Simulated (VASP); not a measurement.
The system is Ta.

```xyz
1
Lattice="-1.6277 1.6277 1.6277 1.6277 -1.6277 1.6277 1.6277 1.6277 -1.6277" Properties=species:S:1:pos:R:3 pbc="T T T"
Ta    0.0000    0.0000    0.0000
```

Base run:

```yaml
Program: VASP 6.6.1
Functional: LDA
Potentials_or_basis: VASP PAW LDA potentials, release 64 (Ta_pv)
Cutoff: 520 eV
k_mesh: 14 × 14 × 14
Occupations: gaussian, width 0.6 eV
Spin: no spin polarisation
```

Its results: pressure 1.5 GPa.

Problem. After a change of settings the same cell gave: pressure 0.9 GPa. Which change was it?
A. k mesh from 14 × 14 × 14 to 2 × 2 × 2; occupations from gaussian, width 0.6 eV to fermi-dirac, width 0.1 eV
B. occupations from gaussian, width 0.6 eV to gaussian, width 0.01 eV
C. occupations from gaussian, width 0.6 eV to fermi-dirac, width 1 eV; further incar settings from ALGO = Normal; EDIFF = 1e-06; NBANDS = 12 to ALGO = Normal; EDIFF = 1e-07; NBANDS = 12
D. occupations from gaussian, width 0.6 eV to fermi-dirac, width 0.3 eV

Solution. B.
